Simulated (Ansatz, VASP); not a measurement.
**One calculation of MnO, two programs**

```
Mn O
1.0
     0.00000    2.22200    2.22200
     2.22200    0.00000    2.22200
     2.22200    2.22200    0.00000
Mn O
1 1
Direct
  0.00000 0.00000 0.00000
  0.50000 0.50000 0.50000
```

Alike in both runs: task single point; functional PBE; k mesh 8 × 8 × 8; occupations gaussian, width 0.05 eV; collinear spin; Hubbard terms Mn d U = 3.9 eV.

|  | VASP | Ansatz |
| --- | --- | --- |
| version | VASP 6.6.1 | Ansatz 0.2.0 |
| potentials or method | VASP PAW PBE potentials, release 64 (Mn_pv, O), cutoff 520 eV | scalar-relativistic, plane waves, PAW |
| valence electrons in the cell | 19 | 21 |

```tsv
	VASP	Ansatz	Ansatz less VASP
gap on the k mesh at the Fermi level (eV)	0.21	0.13	-0.087
least direct gap on the mesh (eV)	2.70	2.59	-0.110
pressure (GPa)	7.9	9.6	+1.68
net moment per atom (μB)	2.50	2.50	0.000
size of the moment on the site where the two differ most (μB)	4.62	4.28	-0.345
```

Site moments also hang on the region over which each program counts them. The programs project onto different local orbitals, so the same U acts differently, and such runs can settle in different states. VASP's potentials hold 19 valence electrons a cell and Ansatz's 21, so a difference there can come from the potentials and not from the codes. Ansatz's warnings: stability check not made.
